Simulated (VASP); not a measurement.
Write the native input for VASP 6.6.1 that does the following.

```
Task                   : single point
Functional             : LDA
Potentials or basis    : VASP PAW LDA potentials, release 64 (Ir_sv_GW)
Cutoff                 : 500 eV
k mesh                 : 22 × 22 × 22
Occupations            : gaussian, width 0.15 eV
Spin                   : no spin polarisation
Dipole correction      : no
Second run             : valence_matched
Further INCAR settings : ALGO = Normal; EDIFF = 1e-06; NBANDS = 14
```

The structure of Ir lies in POSCAR:

```
Ir
1.0
    0.0000000000      2.1626779830      1.3607569869
    2.1626779830      0.0000000000      1.3607569869
    2.1626779830      2.1626779830      0.0000000000
Ir
1
Direct
    0.0000000000      0.0000000000      0.0000000000
```

This cell differs from its parent crystal: volume 12.729 Å^3 an atom, c/a of the conventional cell 0.6292.

One way to write it, as run:

INCAR

```
SYSTEM = Ir
PREC = Accurate
ENCUT = 500
EDIFF = 1E-6
ISMEAR = 0
SIGMA = 0.15
LREAL = .False.
LASPH = .True.
NELM = 120
ALGO = Normal
ISIF = 2
LWAVE = .False.
LCHARG = .False.
NBANDS = 14
GGA_COMPAT = .False.
```

KPOINTS

```
regular mesh
0
Gamma
  22 22 22
  0 0 0
```

Potentials or basis: VASP PAW LDA potentials, release 64 (Ir_sv_GW).

Command:

```console
$ cat potpaw_LDA.64/Ir_sv_GW/POTCAR > POTCAR
$ mpirun -np 1 vasp_std > vasp.out
```

Results of the run:

* Pressure: 52.5 GPa

Run time: 52 s on 1 thread of Intel(R) Xeon(R) 6975P-C (Granite Rapids), on a shared host, peak memory 0.26 GiB.
